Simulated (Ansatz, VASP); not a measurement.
# TiB2 in VASP and in Ansatz

Contents of INCAR:

```
PREC = Accurate
ENCUT = 520
EDIFF = 1E-6
ISMEAR = -1
SIGMA = 0.05
LREAL = F
LASPH = T
NELM = 100
ALGO = Normal
ISIF = 2
LWAVE = F
LCHARG = F
GGA = RE
NBANDS = 16
```

KPOINTS

```
regular mesh
0
Gamma
  10 10 8
```

Contents of POSCAR:

```
TiB2
1.0
    3.0292000000      0.0000000000      0.0000000000
   -1.5146000000      2.6233641531      0.0000000000
    0.0000000000      0.0000000000      3.2284000000
Ti B
1 2
Direct
    0.0000000000      0.0000000000      0.0000000000
    0.6666666667      0.3333333333      0.5000000000
    0.3333333333      0.6666666667      0.5000000000
```

input.yaml

```yaml
crystal:
  lattice:
    - [3.0292, 0.0, 0.0]
    - [-1.5146, 2.6233641531, 0.0]
    - [0.0, 0.0, 3.2284]
  atoms:
    - { symbol: Ti, position: [0.0, 0.0, 0.0] }
    - { symbol: B, position: [0.6666666667, 0.3333333333, 0.5] }
    - { symbol: B, position: [0.3333333333, 0.6666666667, 0.5] }
hamiltonian:
  xc: revpbe
  pseudopotentials: { kind: paw }
kpoints:
  mp_grid: { grid: [10, 10, 8] }
  band_path:
    path:
      - [[0.0, 0.0, 0.0], [0.5, 0.0, 0.0], [0.3333333333, 0.3333333333, 0.0], [0.0, 0.0, 0.0], [0.0, 0.0, 0.5], [0.5, 0.0, 0.5], [0.3333333333, 0.3333333333, 0.5], [0.0, 0.0, 0.5]]
      - [[0.5, 0.0, 0.5], [0.5, 0.0, 0.0]]
      - [[0.3333333333, 0.3333333333, 0.0], [0.3333333333, 0.3333333333, 0.5]]
    npoints: 14
scf:
  occupations: { method: fermi_dirac, width: 0.05 }
  n_extra_bands: 7
output:
  forces: true
  stress: true
  eigenvalues: true
  fatbands: false
```

Alike in both runs: functional revPBE; k mesh 10 × 10 × 8; occupations fermi-dirac, width 0.05 eV; no spin polarisation.

|  | VASP | Ansatz |
| --- | --- | --- |
| version | VASP 6.6.1 | Ansatz 0.2.0 |
| potentials or method | VASP PAW PBE potentials, release 64 (Ti_sv, B) | Ansatz PAW |
| plane-wave cutoff (eV) | 520 | 420 |
| valence electrons in the cell | 18 | 18 |
| task | single point | band structure |

Ansatz gave:

```
gap on the k mesh at the Fermi level (eV)                     : none
pressure (GPa)                                                : 3.8
traceless stress, the component that is largest in VASP (GPa) : -0.53
```

Q: Which values does VASP return?

A: gap on the k mesh at the Fermi level (eV): none; pressure (GPa): 3.9; traceless stress, the component that is largest in VASP (GPa): -0.49.

VASP's potentials were made for PBE, not for revPBE. A gap of «none» marks a metal or a gap that the smearing closes.
